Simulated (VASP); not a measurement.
Input of a VASP 6.6.1 run:

Contents of INCAR:

```
SYSTEM = PbS
ALGO     = Normal         ! electronic algorithm
EDIFF    = 1E-6           ! SCF threshold, eV
EDIFFG   = -0.01          ! ionic threshold
ENCUT    = 600            ! plane-wave cutoff, eV
GGA      = RE             ! functional
IBRION   = 2              ! ionic algorithm
ISIF     = 3              ! what is computed and relaxed
ISMEAR   = -1             ! smearing method
LASPH    = .TRUE.         ! aspherical terms in the spheres
LCHARG   = .FALSE.        ! write CHGCAR
LREAL    = .FALSE.        ! projectors in reciprocal space
LWAVE    = .FALSE.        ! write WAVECAR
NELM     = 60             ! most SCF steps
NSW      = 60             ! ionic steps
PREC     = Accurate       ! precision mode
SIGMA    = 0.05           ! smearing width, eV
```

KPOINTS

```
k-points
0
G
  7 7 7
  0 0 0
```

POSCAR

```
PbS
1.0
    3.6536590000      0.0000000000      0.0000000000
    0.0000000000      3.6536590000      0.0000000000
    0.0000000000      0.0000000000      3.6536590000
Pb S
1 1
Direct
    0.0000000000      0.0000000000      0.0000000000
    0.5000000000      0.5000000000      0.5000000000
```

Potentials or basis: VASP PAW PBE potentials, release 64 (Pb_d, S).

The run is started by

```bash
$ cat potpaw_PBE.64/Pb_d/POTCAR potpaw_PBE.64/S/POTCAR > POTCAR
$ mpirun -np 1 vasp_std > vasp.out
```

Q: What does it give for the space group after relaxing (to 0.05 Å)?

A: Pm-3m (No. 221).

Q: Estimate the relaxed volume.

A: 25.06 Å³/atom.

Q: What does it give for the band gap on the k mesh?

A: 0.22 eV, indirect (least direct gap 1.39 eV).

Final structure:
```
CELL_PARAMETERS angstrom
3.68714 0.00000 0.00000
0.00000 3.68714 0.00000
0.00000 0.00000 3.68714
ATOMIC_POSITIONS crystal
Pb 0.00000 0.00000 0.00000
S 0.50000 0.50000 0.50000
```

Caveat: the PAW data sets were made with another functional, which shifts forces and pressure a little; spin-orbit coupling is left out, which moves the levels of the heavy elements. A k mesh can miss the band edges.
